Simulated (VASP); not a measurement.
Input of a VASP 6.6.1 run:

The input INCAR:

```
ALGO = Normal ; EDIFF = 1E-7
ENCUT = 520 ; GGA = CA
ISIF = 2 ; ISMEAR = -1
LASPH = True ; LCHARG = False
LREAL = False ; LWAVE = False
NBANDS = 26 ; NELM = 80
PREC = Accurate ; SIGMA = 0.08
```

Contents of KPOINTS:

```
k-points
0
Gamma
  10 10 6
```

POSCAR

```
CuI
1.0
    3.7770825492      0.0000000000      0.0000000000
   -1.8885412746      3.2710494398      0.0000000000
    0.0000000000      0.0000000000      7.1023831410
I Cu
2 2
Direct
    0.0000000000      0.0000000000      0.0000000000
    0.0000000000      0.0000000000      0.5000000000
    0.3333333333      0.6666666667      0.2500000000
    0.6666666667      0.3333333333      0.7500000000
```

Potentials or basis: VASP PAW LDA potentials, release 64 (I, Cu).

The run is started by

```sh
$ cat potpaw_LDA.64/I/POTCAR potpaw_LDA.64/Cu/POTCAR > POTCAR
$ mpirun -np 1 vasp_std > vasp.out
```

Problem. What does it give for the pressure?

Solution. -0.5 GPa.

Problem. Estimate the band gap on the k mesh.

Solution. Zero (bands 18 and 19 overlap by 0.45 eV).

Caveat: semilocal functionals underestimate gaps, and a narrow one can read as zero; spin-orbit coupling is left out, which moves the levels of the heavy elements.
